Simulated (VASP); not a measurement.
# GaP (F-43m) in VASP: a series of runs

GaP is run at these levels: PBEsol; tasks: single point.

Everything below comes from runs of VASP 6.6.1. Logs are shortened: lines on timing, memory, paths and dates and some standing lists are left out, and cuts for length are marked.

### 1 The cell of the first run

Symmetry: F-43m, No. 216, cubic system. The conventional cell has a = 5.402 Å, b = 5.402 Å, c = 5.402 Å, α = 90.00°, β = 90.00°, γ = 90.00°. Ga (site symmetry -43m) has 4 P at 2.34 Å within 3.1 Å. P (site symmetry -43m) has 4 Ga at 2.34 Å within 3.1 Å.

### 2 Single point, PBEsol (19.70 Å³/atom)

INCAR reads:

```
PREC = Accurate
ENCUT = 500
EDIFF = 1E-6
ISMEAR = 0
SIGMA = 0.01
LREAL = F
LASPH = T
NELM = 120
ALGO = Normal
ISIF = 2
LWAVE = F
LCHARG = T
GGA = PS
LELF = T
LVHAR = T
NBANDS = 16
GGA_COMPAT = F
```

KPOINTS reads:

```
Automatic mesh
0
Gamma
  8 8 8
```

POSCAR reads:

```
GaP
1.0
    0.0000000000      2.7009747167      2.7009747167
    2.7009747167      0.0000000000      2.7009747167
    2.7009747167      2.7009747167      0.0000000000
Ga P
1 1
Direct
    0.0000000000      0.0000000000      0.0000000000
    0.2500000000      0.2500000000      0.2500000000
```

Potentials or basis: VASP PAW PBE potentials, release 64 (Ga_d, P).

Run with:

```
> cat potpaw_PBE.64/Ga_d/POTCAR potpaw_PBE.64/P/POTCAR > POTCAR
> mpirun -np 1 vasp_std > vasp.out
```

OUTCAR:

```text
PREC = Accurate
   ENCUT = 500
   EDIFF = 1E-6
   ISMEAR = 0
   LREAL = F
   LASPH = T
   NELM = 120
   ISIF = 2
   GGA = PS

 ion  position               nearest neighbor table
   1  0.000  0.000  0.000-   2 2.34   2 2.34   2 2.34   2 2.34
   2  0.250  0.250  0.250-   1 2.34   1 2.34   1 2.34   1 2.34

  LATTYP: Found a face centered cubic cell.
 ALAT       =     5.4019494334

  Lattice vectors:

 A1 = (   0.0000000000,   2.7009747167,   2.7009747167)
 A2 = (   2.7009747167,   0.0000000000,   2.7009747167)
 A3 = (   2.7009747167,   2.7009747167,   0.0000000000)

Analysis of symmetry for initial positions (statically):
=====================================================================
 Subroutine PRICEL returns:
 Original cell was already a primitive cell.

 Routine SETGRP: Setting up the symmetry group for a
 face centered cubic supercell.

 Subroutine GETGRP returns: Found 24 space group operations
 (whereof 24 operations were pure point group operations)
 out of a pool of 48 trial point group operations.

The static configuration has the point symmetry T_d .

Analysis of symmetry for dynamics (positions and initial velocities):
=====================================================================
 Subroutine PRICEL returns:
 Original cell was already a primitive cell.

 Routine SETGRP: Setting up the symmetry group for a
 face centered cubic supercell.

 Subroutine GETGRP returns: Found 24 space group operations
 (whereof 24 operations were pure point group operations)
 out of a pool of 48 trial point group operations.

The dynamic configuration has the point symmetry T_d .

 Subroutine INISYM returns: Found 24 space group operations
 (whereof 24 operations are pure point group operations),
 and found     1 'primitive' translations

----------------------------------------------------------------------------------------

                                     Primitive cell

  volume of cell :      39.4086

  direct lattice vectors                    reciprocal lattice vectors
     0.000000000  2.700974717  2.700974717    -0.185118356  0.185118356  0.185118356
     2.700974717  0.000000000  2.700974717     0.185118356 -0.185118356  0.185118356
     2.700974717  2.700974717  0.000000000     0.185118356  0.185118356 -0.185118356

  length of vectors
     3.819755076  3.819755076  3.819755076     0.320634399  0.320634399  0.320634399

  position of ions in fractional coordinates (direct lattice)
     0.000000000  0.000000000  0.000000000
     0.250000000  0.250000000  0.250000000

  ion indices of the primitive-cell ions
   primitive index   ion index
                 1           1
                 2           2

----------------------------------------------------------------------------------------

 KPOINTS: Automatic mesh

Automatic generation of k-mesh.
 Grid dimensions read from file:
 generate k-points for:    8    8    8

 Generating k-lattice:

  Cartesian coordinates                     Fractional coordinates (reciprocal lattice)
    -0.023139795  0.023139795  0.023139795     0.125000000  0.000000000  0.000000000
     0.023139795 -0.023139795  0.023139795     0.000000000  0.125000000  0.000000000
     0.023139795  0.023139795 -0.023139795     0.000000000  0.000000000  0.125000000

  Length of vectors
     0.040079300  0.040079300  0.040079300

  Shift w.r.t. Gamma in fractional coordinates (k-lattice)
     0.000000000  0.000000000  0.000000000

 Subroutine IBZKPT returns following result:
 ===========================================

 Found     29 irreducible k-points:

 Following reciprocal coordinates:
            Coordinates               Weight
  0.000000  0.000000  0.000000      1.000000
  0.125000  0.000000  0.000000      8.000000
  0.250000  0.000000  0.000000      8.000000
  0.375000  0.000000  0.000000      8.000000
  0.500000  0.000000  0.000000      4.000000
  0.125000  0.125000  0.000000      6.000000
[... 16 lines left out ...]
  0.500000  0.250000  0.125000     48.000000
 -0.375000  0.250000  0.125000     24.000000
 [... further k-points ...]
   k-points           NKPTS =     29   k-points in BZ     NKDIM =     29   number of bands    NBANDS=     16
   number of dos      NEDOS =    301   number of ions     NIONS =      2
   total plane-waves  NPLWV =  21952
   dimension x,y,z NGX =    28 NGY =   28 NGZ =   28
   dimension x,y,z NGXF=    56 NGYF=   56 NGZF=   56
   ions per type =               1   1
   NGX,Y,Z   is equivalent  to a cutoff of  12.19, 12.19, 12.19 a.u.
   NGXF,Y,Z  is equivalent  to a cutoff of  24.37, 24.37, 24.37 a.u.
 SYSTEM =  unknown system
   PREC   = accura    normal or accurate (medium, high low for compatibility)
   ISTART =      0    job   : 0-new  1-cont  2-samecut
   ICHARG =      2    charge: 1-file 2-atom 10-const
   ISPIN  =      1    spin polarized calculation?
   LNONCOLLINEAR =      F non collinear calculations
   LSORBIT =      F    spin-orbit coupling
   LASPH  =      T    aspherical Exc in radial PAW
   ENCUT  =  500.0 eV  36.75 Ry    6.06 a.u.   6.96  6.96  6.96*2*pi/ulx,y,z
   NELM   =    120;   NELMIN=  2; NELMDL= -5     # of ELM steps
   EDIFF  = 0.1E-05   stopping-criterion for ELM
   LREAL  =      F    real-space projection
   EDIFFG = 0.1E-04   stopping-criterion for IOM
   NSW    =      0    number of steps for IOM
   IBRION =     -1    ionic relax: 0-MD 1-quasi-New 2-CG
   NFREE  =      0    steps in history (QN), initial steepest desc. (CG)
   ISIF   =      2    stress and relaxation
   ISYM   =      2    0-nonsym 1-usesym 2-fastsym
   POTIM  = 0.5000    time-step for ionic-motion
   TEBEG  =    0.0;   TEEND  =   0.0 temperature during run
   PSTRESS=    0.0 pullay stress
   NELECT =      18.0000    total number of electrons
   NUPDOWN=      -1.0000    fix difference up-down
   EMIN   =  10.00;   EMAX   =-10.00  energy-range for DOS
   EFERMI =   0.00;   METHOD = LEGACY
   ISMEAR =     0;   SIGMA  =   0.01  broadening in eV -4-tet -1-fermi 0-gaus
   EFERMI_NEDOS =   21; number of points for ismear=-14 and -15
   IALGO  =     38    algorithm
   IMIX   =      4    mixing-type and parameters
     AMIX     =   0.40;   BMIX     =  1.00
     AMIX_MAG =   1.60;   BMIX_MAG =  1.00
  volume/ion in A,a.u.               =      19.70       132.97
  Fermi-wavevector in a.u.,A,eV,Ry     =   1.260768  2.382506 21.626947  1.589536
  Thomas-Fermi vector in A             =   2.394261
   LORBIT       =      0    0 simple, 1 ext, 2 COOP (PROOUT), +10 PAW based schemes
   GGA     = PS    functional components
   LHFCALC =     F    Hartree Fock is set to
   AEXX    =    0.0000 exact exchange contribution
   IVDW    =     0    specifies the selected vdW correction
   LEPSILON=     F    determine dielectric tensor
   LRPA    =     F    only Hartree local field effects (RPA)
 non-spin polarized calculation
 Gauss-broadening in eV      SIGMA  =   0.01
  energy-cutoff  :      500.00
  volume of cell :       39.41
 maximum number of plane-waves:      1012
   NGX = 13   NGY = 13   NGZ = 13

 number of electron      18.0000003 magnetization

 Free energy of the ion-electron system (eV)
  ---------------------------------------------------
  ext. energy  EPLUGINS =         0.00000000
  ---------------------------------------------------
  free energy    TOTEN  =        -9.91680449 eV

  energy without entropy =       -9.91680449  energy(sigma->0) =       -9.91680449

 E-fermi :   4.9230     XC(G=0): -10.1433

 val. band max:        4.8469374167   @ k =   0.0000   0.0000   0.0000
 cond. band min:       6.3066018923   @ k =   0.5000   0.5000   0.0000
 fundamental gap:      1.4596644756
 Fermi energy:         4.9230108166

 k-point     1 :       0.0000    0.0000    0.0000
  band No.  band energies     occupation
      1      -9.7435      2.00000
      2      -9.7435      2.00000
      3      -9.7435      2.00000
      4      -9.6343      2.00000
      5      -9.6343      2.00000
      6      -7.8836      2.00000
[... 8 lines left out ...]
     15      14.6568      0.00000
     16      14.6568      0.00000

 k-point     2 :       0.1250    0.0000    0.0000
  band No.  band energies     occupation
      1      -9.7595      2.00000
      2      -9.7383      2.00000
      3      -9.7383      2.00000
      4      -9.6344      2.00000
      5      -9.6344      2.00000
      6      -7.6723      2.00000
[... 8 lines left out ...]
     15      13.9835      0.00000
     16      14.4616      0.00000

 k-point     3 :       0.2500    0.0000    0.0000
  band No.  band energies     occupation
      1      -9.7937      2.00000
      2      -9.7273      2.00000
      3      -9.7273      2.00000
      4      -9.6330      2.00000
      5      -9.6330      2.00000
      6      -7.0732      2.00000
[... 8 lines left out ...]
     15      13.7910      0.00000
     16      14.6342      0.00000

 k-point     4 :       0.3750    0.0000    0.0000
  band No.  band energies     occupation
      1      -9.8239      2.00000
      2      -9.7189      2.00000
      3      -9.7189      2.00000
      4      -9.6288      2.00000
      5      -9.6288      2.00000
      6      -6.2304      2.00000
[... 8 lines left out ...]
     15      15.0375      0.00000
     16      15.0375      0.00000
[... 324 lines left out ...]
 k-point    22 :       0.3750    0.2500    0.1250
  band No.  band energies     occupation
      1      -9.8187      2.00000
      2      -9.7142      2.00000
      3      -9.7098      2.00000
      4      -9.6467      2.00000
      5      -9.6243      2.00000
      6      -6.5644      2.00000
[... 8 lines left out ...]
     15      16.0305      0.00000
     16      17.2884      0.00000

 k-point    23 :       0.5000    0.2500    0.1250
  band No.  band energies     occupation
      1      -9.8354      2.00000
      2      -9.7103      2.00000
      3      -9.6997      2.00000
      4      -9.6444      2.00000
      5      -9.6245      2.00000
      6      -5.7682      2.00000
[... 8 lines left out ...]
     15      16.4359      0.00000
     16      17.7091      0.00000

 k-point    24 :      -0.3750    0.2500    0.1250
  band No.  band energies     occupation
      1      -9.8416      2.00000
      2      -9.7098      2.00000
      3      -9.6962      2.00000
      4      -9.6404      2.00000
      5      -9.6263      2.00000
      6      -5.2769      2.00000
[... 8 lines left out ...]
     15      16.8398      0.00000
     16      17.4430      0.00000

 [... further k-points ...]

------------------------ aborting loop because EDIFF is reached ----------------------------------------

  FORCE on cell =-STRESS in cart. coord.  units (eV):
  Direction    XX          YY          ZZ          XY          YZ          ZX
  --------------------------------------------------------------------------------------
  -------------------------------------------------------------------------------------
  Total        0.4161544      0.4161544      0.4161544     -0.0000000      0.0000000     -0.0000000
  in kB       16.9189551     16.9189551     16.9189551     -0.0000000      0.0000000     -0.0000000
  external PRESSURE =      16.9189551 kB  Pullay stress =       0.0000000 kB

 VOLUME and BASIS-vectors are now :
 -----------------------------------------------------------------------------
  energy-cutoff  :      500.00
  volume of cell :       39.41
      direct lattice vectors                 reciprocal lattice vectors
     0.000000000  2.700974717  2.700974717    -0.185118356  0.185118356  0.185118356
     2.700974717  0.000000000  2.700974717     0.185118356 -0.185118356  0.185118356
     2.700974717  2.700974717  0.000000000     0.185118356  0.185118356 -0.185118356

 POSITION                                       TOTAL-FORCE (eV/Angst)
 -----------------------------------------------------------------------------------
      0.00000      0.00000      0.00000        -0.000000     -0.000000     -0.000000
      1.35049      1.35049      1.35049         0.000000      0.000000      0.000000
 -----------------------------------------------------------------------------------
    total drift:                                0.000000      0.000000      0.000001

  FREE ENERGIE OF THE ION-ELECTRON SYSTEM (eV)
  ---------------------------------------------------
  free  energy   TOTEN  =        -9.9168044914 eV

  energy  without entropy=       -9.9168044914  energy(sigma->0) =       -9.91680449
```

Wall time 18 s (1 thread of Intel Xeon Platinum 8259CL at 2.50GHz (Skylake/Cascade Lake), shared host); peak memory 0.16 GiB.

Results:

```yaml
Free_energy: -9.9168 eV
Pressure: 1.7 GPa
Band_gap_on_the_k_mesh: 1.46 eV (least direct gap 1.97 eV)
```

Caveat: the PAW data sets were made with another functional, which shifts forces and pressure a little. A k mesh can miss the band edges.

### 3 Single point, PBEsol (20.71 Å³/atom)

This run uses another cell than the first one, of 20.71 Å³/atom.

INCAR reads:

```
  PREC = Accurate
  ENCUT = 500
  EDIFF = 1E-6
  ISMEAR = 0
  SIGMA = 0.02
  LREAL = False
  LASPH = True
  NELM = 120
  ALGO = Normal
  ISIF = 2
  LWAVE = False
  LCHARG = False
  GGA = PS
  NBANDS = 16
  GGA_COMPAT = False
```

KPOINTS is that of step 2.

POSCAR reads:

```
GaP
1.0
    0.0000000000      2.7461498713      2.7461498713
    2.7461498713      0.0000000000      2.7461498713
    2.7461498713      2.7461498713      0.0000000000
Ga P
1 1
Direct
    0.0000000000      0.0000000000      0.0000000000
    0.2500000000      0.2500000000      0.2500000000
```

Potentials or basis: VASP PAW PBE potentials, release 64 (Ga_d, P).

Run with:

```
> cat potpaw_PBE.64/Ga_d/POTCAR potpaw_PBE.64/P/POTCAR > POTCAR
> mpirun -np 1 vasp_std > vasp.out
```

It took 17 s on 1 thread of Intel Xeon Platinum 8259CL at 2.50GHz (Skylake/Cascade Lake), shared host; peak memory 0.16 GiB.

Results (log left out):

```yaml
Free_energy: -9.9116 eV
Pressure: -2.4 GPa
Band_gap_on_the_k_mesh: 1.52 eV (least direct gap 1.56 eV)
```

Levels at points of the mesh, in eV from the valence-band top:
| k point | band 7 | band 8 | band 9 | band 10 | band 11 | band 12 |
| --- | --- | --- | --- | --- | --- | --- |
| (0.00, 0.00, 0.00) | 0.00 | 0.00 | 0.00 | 1.56 | 3.83 | 3.83 |
| (0.50, 0.00, 0.00) | -6.57 | -1.10 | -1.10 | 1.52 | 4.66 | 4.66 |
| (0.50, 0.50, 0.00) | -6.70 | -2.63 | -2.63 | 1.56 | 1.74 | 10.38 |

Caveat: the PAW data sets were made with another functional, which shifts forces and pressure a little. PBEsol gaps usually lie below the measured ones, often by a third to a half.
